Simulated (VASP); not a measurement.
# K (Pm-3m) in VASP: notebook

Runs on K. Level: LDA. Tasks: single point.

Program: VASP 6.6.1. These are calculated values, not measurements. Logs are shortened: lines on timing, memory, paths and dates and some standing lists are left out, and cuts for length are marked.

### 1 The cell of the first run

The structure is cubic, space group Pm-3m (No. 221). The conventional cell has a = 3.969 Å, b = 3.969 Å, c = 3.969 Å, α = 90.00°, β = 90.00°, γ = 90.00°. K (site symmetry m-3m) has 6 K at 3.97 Å within 5.2 Å.

This isn't the form of K at room conditions, which is bcc.

### 2 Single point, LDA (62.53 Å³/atom)

Contents of INCAR:

```
PREC     = Accurate       # precision mode
ENCUT    = 500            # plane-wave cutoff, eV
EDIFF    = 1E-6           # SCF threshold, eV
ISMEAR   = -1             # smearing method
SIGMA    = 0.05           # smearing width, eV
LREAL    = F              # projectors in reciprocal space
LASPH    = T              # aspherical terms in the spheres
NELM     = 120            # most SCF steps
ALGO     = Normal         # electronic algorithm
ISIF     = 2              # what is computed and relaxed
LWAVE    = F              # write WAVECAR
LCHARG   = F              # write CHGCAR
NBANDS   = 10             # bands
GGA_COMPAT= F
```

Contents of KPOINTS:

```
Automatic mesh
0
Gamma
  9 9 9
```

Contents of POSCAR:

```
K
1.0
    3.9691523844      0.0000000000      0.0000000000
    0.0000000000      3.9691523844      0.0000000000
    0.0000000000      0.0000000000      3.9691523844
K
1
Direct
    0.0000000000      0.0000000000      0.0000000000
```

Potentials or basis: VASP PAW LDA potentials, release 64 (K_sv).

The run is started by

```sh
> cat potpaw_LDA.64/K_sv/POTCAR > POTCAR
> mpirun -np 1 vasp_std > vasp.out
```

OUTCAR:

```text
PREC = Accurate
   ENCUT = 500
   EDIFF = 1E-6
   ISMEAR = -1
   LREAL = F
   LASPH = T
   NELM = 120
   ISIF = 2

 ion  position               nearest neighbor table
   1  0.000  0.000  0.000-

  LATTYP: Found a simple cubic cell.
 ALAT       =     3.9691523844

  Lattice vectors:

 A1 = (   3.9691523844,   0.0000000000,   0.0000000000)
 A2 = (   0.0000000000,   3.9691523844,   0.0000000000)
 A3 = (   0.0000000000,   0.0000000000,   3.9691523844)

Analysis of symmetry for initial positions (statically):
=====================================================================
 Subroutine PRICEL returns:
 Original cell was already a primitive cell.

 Routine SETGRP: Setting up the symmetry group for a
 simple cubic supercell.

 Subroutine GETGRP returns: Found 48 space group operations
 (whereof 48 operations were pure point group operations)
 out of a pool of 48 trial point group operations.

The static configuration has the point symmetry O_h .

Analysis of symmetry for dynamics (positions and initial velocities):
=====================================================================
 Subroutine PRICEL returns:
 Original cell was already a primitive cell.

 Routine SETGRP: Setting up the symmetry group for a
 simple cubic supercell.

 Subroutine GETGRP returns: Found 48 space group operations
 (whereof 48 operations were pure point group operations)
 out of a pool of 48 trial point group operations.

The dynamic configuration has the point symmetry O_h .

 Subroutine INISYM returns: Found 48 space group operations
 (whereof 48 operations are pure point group operations),
 and found     1 'primitive' translations

----------------------------------------------------------------------------------------

                                     Primitive cell

  volume of cell :      62.5307

  direct lattice vectors                    reciprocal lattice vectors
     3.969152384  0.000000000  0.000000000     0.251942960  0.000000000  0.000000000
     0.000000000  3.969152384  0.000000000     0.000000000  0.251942960  0.000000000
     0.000000000  0.000000000  3.969152384     0.000000000  0.000000000  0.251942960

  length of vectors
     3.969152384  3.969152384  3.969152384     0.251942960  0.251942960  0.251942960

  position of ions in fractional coordinates (direct lattice)
     0.000000000  0.000000000  0.000000000

  ion indices of the primitive-cell ions
   primitive index   ion index
                 1           1

----------------------------------------------------------------------------------------

 KPOINTS: Automatic mesh

Automatic generation of k-mesh.
 Grid dimensions read from file:
 generate k-points for:    9    9    9

 Generating k-lattice:

  Cartesian coordinates                     Fractional coordinates (reciprocal lattice)
     0.027993662  0.000000000  0.000000000     0.111111111  0.000000000  0.000000000
     0.000000000  0.027993662  0.000000000     0.000000000  0.111111111  0.000000000
     0.000000000  0.000000000  0.027993662     0.000000000  0.000000000  0.111111111

  Length of vectors
     0.027993662  0.027993662  0.027993662

  Shift w.r.t. Gamma in fractional coordinates (k-lattice)
     0.000000000  0.000000000  0.000000000

 Subroutine IBZKPT returns following result:
 ===========================================

 Found     35 irreducible k-points:

 Following reciprocal coordinates:
            Coordinates               Weight
  0.000000  0.000000  0.000000      1.000000
  0.111111  0.000000  0.000000      6.000000
  0.222222  0.000000  0.000000      6.000000
  0.333333  0.000000  0.000000      6.000000
  0.444444  0.000000  0.000000      6.000000
  0.111111  0.111111  0.000000     12.000000
[... 16 lines left out ...]
  0.333333  0.333333  0.111111     24.000000
  0.444444  0.333333  0.111111     48.000000
 [... further k-points ...]
   k-points           NKPTS =     35   k-points in BZ     NKDIM =     35   number of bands    NBANDS=     10
   number of dos      NEDOS =    301   number of ions     NIONS =      1
   total plane-waves  NPLWV =  27000
   dimension x,y,z NGX =    30 NGY =   30 NGZ =   30
   dimension x,y,z NGXF=    60 NGYF=   60 NGZF=   60
   ions per type =               1
   NGX,Y,Z   is equivalent  to a cutoff of  12.57, 12.57, 12.57 a.u.
   NGXF,Y,Z  is equivalent  to a cutoff of  25.13, 25.13, 25.13 a.u.
 SYSTEM =  unknown system
   PREC   = accura    normal or accurate (medium, high low for compatibility)
   ISTART =      0    job   : 0-new  1-cont  2-samecut
   ICHARG =      2    charge: 1-file 2-atom 10-const
   ISPIN  =      1    spin polarized calculation?
   LNONCOLLINEAR =      F non collinear calculations
   LSORBIT =      F    spin-orbit coupling
   LASPH  =      T    aspherical Exc in radial PAW
   ENCUT  =  500.0 eV  36.75 Ry    6.06 a.u.   7.24  7.24  7.24*2*pi/ulx,y,z
   NELM   =    120;   NELMIN=  2; NELMDL= -5     # of ELM steps
   EDIFF  = 0.1E-05   stopping-criterion for ELM
   LREAL  =      F    real-space projection
   EDIFFG = 0.1E-04   stopping-criterion for IOM
   NSW    =      0    number of steps for IOM
   IBRION =     -1    ionic relax: 0-MD 1-quasi-New 2-CG
   NFREE  =      0    steps in history (QN), initial steepest desc. (CG)
   ISIF   =      2    stress and relaxation
   ISYM   =      2    0-nonsym 1-usesym 2-fastsym
   POTIM  = 0.5000    time-step for ionic-motion
   TEBEG  =    0.0;   TEEND  =   0.0 temperature during run
   PSTRESS=    0.0 pullay stress
   NELECT =       9.0000    total number of electrons
   NUPDOWN=      -1.0000    fix difference up-down
   EMIN   =  10.00;   EMAX   =-10.00  energy-range for DOS
   EFERMI =   0.00;   METHOD = LEGACY
   ISMEAR =    -1;   SIGMA  =   0.05  broadening in eV -4-tet -1-fermi 0-gaus
   EFERMI_NEDOS =   21; number of points for ismear=-14 and -15
   IALGO  =     38    algorithm
   IMIX   =      4    mixing-type and parameters
     AMIX     =   0.40;   BMIX     =  1.00
     AMIX_MAG =   1.60;   BMIX_MAG =  1.00
  volume/ion in A,a.u.               =      62.53       421.98
  Fermi-wavevector in a.u.,A,eV,Ry     =   0.857942  1.621275 10.014764  0.736064
  Thomas-Fermi vector in A             =   1.975072
   LORBIT       =      0    0 simple, 1 ext, 2 COOP (PROOUT), +10 PAW based schemes
   GGA     = CA    functional components
   LHFCALC =     F    Hartree Fock is set to
   AEXX    =    0.0000 exact exchange contribution
   IVDW    =     0    specifies the selected vdW correction
   LEPSILON=     F    determine dielectric tensor
   LRPA    =     F    only Hartree local field effects (RPA)
 non-spin polarized calculation
  energy-cutoff  :      500.00
  volume of cell :       62.53
 maximum number of plane-waves:      1604
 NGX is ok and might be reduce to    30
   NGX = 15   NGY = 15   NGZ = 15

 number of electron       8.9999997 magnetization

 Free energy of the ion-electron system (eV)
  ---------------------------------------------------
  ext. energy  EPLUGINS =         0.00000000
  ---------------------------------------------------
  free energy    TOTEN  =        -1.05030234 eV

  energy without entropy =       -1.04460518  energy(sigma->0) =       -1.04745376

 E-fermi :   0.0911     XC(G=0):  -6.2934

 val. band max:        0.0339122646   @ k =   0.3333   0.3333   0.1111
 cond. band min:       0.1541441606   @ k =   0.4444   0.2222   0.0000
 fundamental gap:      0.1202318961
 Fermi energy:         0.0911251006

 k-point     1 :       0.0000    0.0000    0.0000
  band No.  band energies     occupation
      1     -31.8374      2.00000
      2     -15.4704      2.00000
      3     -15.4704      2.00000
      4     -15.4704      2.00000
      5      -2.3128      2.00000
      6       2.8642      0.00000
      7       2.8642      0.00000
      8       6.6603      0.00000
      9       6.6603      0.00000
     10       6.6605      0.00000

 k-point     2 :       0.1111    0.0000    0.0000
  band No.  band energies     occupation
      1     -31.8359      2.00000
      2     -15.4935      2.00000
      3     -15.4685      2.00000
      4     -15.4685      2.00000
      5      -2.1724      2.00000
      6       2.8058      0.00000
      7       2.9273      0.00000
      8       6.2168      0.00000
      9       6.2170      0.00000
     10       6.6958      0.00000

 k-point     3 :       0.2222    0.0000    0.0000
  band No.  band energies     occupation
      1     -31.8321      2.00000
      2     -15.5513      2.00000
      3     -15.4635      2.00000
      4     -15.4635      2.00000
      5      -1.7645      2.00000
      6       2.4609      0.00000
      7       3.0998      0.00000
      8       5.6279      0.00000
      9       5.6279      0.00000
     10       6.4897      0.00000

 k-point     4 :       0.3333    0.0000    0.0000
  band No.  band energies     occupation
      1     -31.8278      2.00000
      2     -15.6158      2.00000
      3     -15.4578      2.00000
      4     -15.4578      2.00000
      5      -1.1241      2.00000
      6       1.6820      0.00000
      7       3.3241      0.00000
      8       5.1879      0.00000
      9       5.1879      0.00000
     10       6.7578      0.00000

 k-point     5 :       0.4444    0.0000    0.0000
  band No.  band energies     occupation
      1     -31.8249      2.00000
      2     -15.6574      2.00000
      3     -15.4541      2.00000
      4     -15.4541      2.00000
      5      -0.3083      1.99932
      6       0.7125      0.00001
      7       3.4928      0.00000
      8       4.9566      0.00000
      9       4.9566      0.00000
     10       6.8358      0.00000

 k-point     6 :       0.1111    0.1111    0.0000
  band No.  band energies     occupation
      1     -31.8344      2.00000
      2     -15.4927      2.00000
      3     -15.4901      2.00000
      4     -15.4665      2.00000
      5      -2.0334      2.00000
      6       2.8386      0.00000
      7       2.9183      0.00000
      8       5.6791      0.00000
      9       6.0974      0.00000
     10       6.4810      0.00000
[... 183 lines left out ...]
 k-point    21 :       0.3333    0.2222    0.1111
  band No.  band energies     occupation
      1     -31.8211      2.00000
      2     -15.6031      2.00000
      3     -15.5330      2.00000
      4     -15.4727      2.00000
      5      -0.5107      1.99999
      6       2.1110      0.00000
      7       3.1774      0.00000
      8       4.3643      0.00000
      9       4.9491      0.00000
     10       5.6742      0.00000

 k-point    22 :       0.4444    0.2222    0.1111
  band No.  band energies     occupation
      1     -31.8183      2.00000
      2     -15.6434      2.00000
      3     -15.5284      2.00000
      4     -15.4689      2.00000
      5       0.2608      0.06496
      6       1.1721      0.00000
      7       3.5627      0.00000
      8       3.9914      0.00000
      9       5.0304      0.00000
     10       5.7109      0.00000

 k-point    23 :       0.3333    0.3333    0.1111
  band No.  band energies     occupation
      1     -31.8169      2.00000
      2     -15.5970      2.00000
      3     -15.5925      2.00000
      4     -15.4669      2.00000
      5       0.0339      1.51692
      6       2.2786      0.00000
      7       2.7484      0.00000
      8       4.1126      0.00000
      9       5.0162      0.00000
     10       5.4474      0.00000

 k-point    24 :       0.4444    0.3333    0.1111
  band No.  band energies     occupation
      1     -31.8142      2.00000
      2     -15.6345      2.00000
      3     -15.5894      2.00000
      4     -15.4632      2.00000
      5       0.6771      0.00002
      6       1.6443      0.00000
      7       3.0527      0.00000
      8       3.7182      0.00000
      9       5.1823      0.00000
     10       5.4077      0.00000

 [... further k-points ...]

------------------------ aborting loop because EDIFF is reached ----------------------------------------

  FORCE on cell =-STRESS in cart. coord.  units (eV):
  Direction    XX          YY          ZZ          XY          YZ          ZX
  --------------------------------------------------------------------------------------
  -------------------------------------------------------------------------------------
  Total        0.1535348      0.1535348      0.1535348      0.0000000      0.0000000      0.0000000
  in kB        3.9339059      3.9339059      3.9339059      0.0000000      0.0000000      0.0000000
  external PRESSURE =       3.9339059 kB  Pullay stress =       0.0000000 kB

 VOLUME and BASIS-vectors are now :
 -----------------------------------------------------------------------------
  energy-cutoff  :      500.00
  volume of cell :       62.53
      direct lattice vectors                 reciprocal lattice vectors
     3.969152384  0.000000000  0.000000000     0.251942960  0.000000000  0.000000000
     0.000000000  3.969152384  0.000000000     0.000000000  0.251942960  0.000000000
     0.000000000  0.000000000  3.969152384     0.000000000  0.000000000  0.251942960

 POSITION                                       TOTAL-FORCE (eV/Angst)
 -----------------------------------------------------------------------------------
      0.00000      0.00000      0.00000         0.000000      0.000000      0.000000
 -----------------------------------------------------------------------------------
    total drift:                                0.000000      0.000000     -0.000000

  FREE ENERGIE OF THE ION-ELECTRON SYSTEM (eV)
  ---------------------------------------------------
  free  energy   TOTEN  =        -1.0503023408 eV

  energy  without entropy=       -1.0446051758  energy(sigma->0) =       -1.04745376
```

It took 18 s on 1 thread of Intel Xeon 8259CL, shared host; peak memory 0.15 GiB.

What came out:

```
Free energy            : -1.0503 eV
Pressure               : 0.4 GPa
Band gap on the k mesh : zero (an odd number of electrons rules out a gap without spin polarisation)
```

Levels at points of the mesh, in eV from the Fermi level:
| k point | band 3 | band 4 | band 5 | band 6 | band 7 | band 8 |
| --- | --- | --- | --- | --- | --- | --- |
| (0.00, 0.00, 0.00) | -15.56 | -15.56 | -2.40 | 2.77 | 2.77 | 6.57 |

### 3 Single point, LDA (69.48 Å³/atom)

This run uses another cell than the first one, of 69.48 Å³/atom.

Contents of INCAR:

```
SYSTEM = K
PREC = Accurate ; ENCUT = 500
EDIFF = 1E-6 ; ISMEAR = -1
SIGMA = 0.05 ; LREAL = .False.
LASPH = .True. ; NELM = 120
ALGO = Normal ; ISIF = 2
LWAVE = .False. ; LCHARG = .False.
GGA = CA ; NBANDS = 10
GGA_COMPAT = .False.
```

Contents of KPOINTS:

```
regular mesh
0
Gamma
  9 9 9
  0 0 0
```

Contents of POSCAR:

```
K
1.0
    4.1110264366      0.0000000000      0.0000000000
    0.0000000000      4.1110264366      0.0000000000
    0.0000000000      0.0000000000      4.1110264366
K
1
Direct
    0.0000000000      0.0000000000      0.0000000000
```

Potentials or basis: VASP PAW LDA potentials, release 64 (K_sv).

The run is started by

```sh
> cat potpaw_LDA.64/K_sv/POTCAR > POTCAR
> mpirun -np 1 vasp_std > vasp.out
```

OUTCAR:

```text
SYSTEM = K
   PREC = Accurate
   ENCUT = 500
   EDIFF = 1E-6
   ISMEAR = -1
   LREAL = .False.
   LASPH = .True.
   NELM = 120
   ISIF = 2
   GGA = CA

 ion  position               nearest neighbor table
   1  0.000  0.000  0.000-

  LATTYP: Found a simple cubic cell.
 ALAT       =     4.1110264366

  Lattice vectors:

 A1 = (   4.1110264366,   0.0000000000,   0.0000000000)
 A2 = (   0.0000000000,   4.1110264366,   0.0000000000)
[... 489 lines left out ...]
      8       3.3175      0.00000
      9       4.7422      0.00000
     10       4.9742      0.00000

 [... further k-points ...]

------------------------ aborting loop because EDIFF is reached ----------------------------------------

  FORCE on cell =-STRESS in cart. coord.  units (eV):
  Direction    XX          YY          ZZ          XY          YZ          ZX
  --------------------------------------------------------------------------------------
  -------------------------------------------------------------------------------------
  Total       -0.0182243     -0.0182243     -0.0182243      0.0000000      0.0000000     -0.0000000
  in kB       -0.4202524     -0.4202524     -0.4202524      0.0000000      0.0000000     -0.0000000
  external PRESSURE =      -0.4202524 kB  Pullay stress =       0.0000000 kB

 VOLUME and BASIS-vectors are now :
 -----------------------------------------------------------------------------
  energy-cutoff  :      500.00
  volume of cell :       69.48
      direct lattice vectors                 reciprocal lattice vectors
     4.111026437  0.000000000  0.000000000     0.243248253  0.000000000  0.000000000
     0.000000000  4.111026437  0.000000000     0.000000000  0.243248253  0.000000000
     0.000000000  0.000000000  4.111026437     0.000000000  0.000000000  0.243248253

 POSITION                                       TOTAL-FORCE (eV/Angst)
 -----------------------------------------------------------------------------------
      0.00000      0.00000      0.00000         0.000000      0.000000      0.000000
 -----------------------------------------------------------------------------------
    total drift:                                0.000000      0.000000     -0.000000

  FREE ENERGIE OF THE ION-ELECTRON SYSTEM (eV)
  ---------------------------------------------------
  free  energy   TOTEN  =        -1.0577258757 eV

  energy  without entropy=       -1.0516471108  energy(sigma->0) =       -1.05468649
```

OSZICAR:

```text
N       E                     dE             d eps       ncg     rms          rms(c)
DAV:   1     0.490938247573E+02    0.49094E+02   -0.34806E+03   700   0.673E+02
DAV:   2     0.722493029460E+00   -0.48371E+02   -0.47560E+02   754   0.204E+02
DAV:   3    -0.992134773225E+00   -0.17146E+01   -0.17100E+01  1066   0.295E+01
DAV:   4    -0.105969310775E+01   -0.67558E-01   -0.67359E-01  1020   0.494E+00
DAV:   5    -0.106133419443E+01   -0.16411E-02   -0.16408E-02  1070   0.533E-01    0.221E+00
DAV:   6    -0.105894190172E+01    0.23923E-02   -0.25143E-03   982   0.354E-01    0.141E+00
DAV:   7    -0.105773192446E+01    0.12100E-02   -0.46773E-03   888   0.403E-01    0.844E-02
DAV:   8    -0.105772691454E+01    0.50099E-05   -0.53087E-04   966   0.229E-01    0.280E-02
DAV:   9    -0.105772656480E+01    0.34974E-06   -0.16769E-05  1000   0.316E-02    0.134E-02
DAV:  10    -0.105772587569E+01    0.68910E-06   -0.47329E-06  1004   0.185E-02
   1 F= -.10577259E+01 E0= -.10546865E+01  d E =-.607876E-02
```

Run time: 20 s. Hardware: 1 thread of Intel Xeon 8259CL, shared host; peak memory 0.15 GiB.

What came out:

| Quantity | Value |
| --- | --- |
| Free energy | -1.0577 eV |
| Pressure | 0.0 GPa |
| Band gap on the k mesh | zero (an odd number of electrons rules out a gap without spin polarisation) |
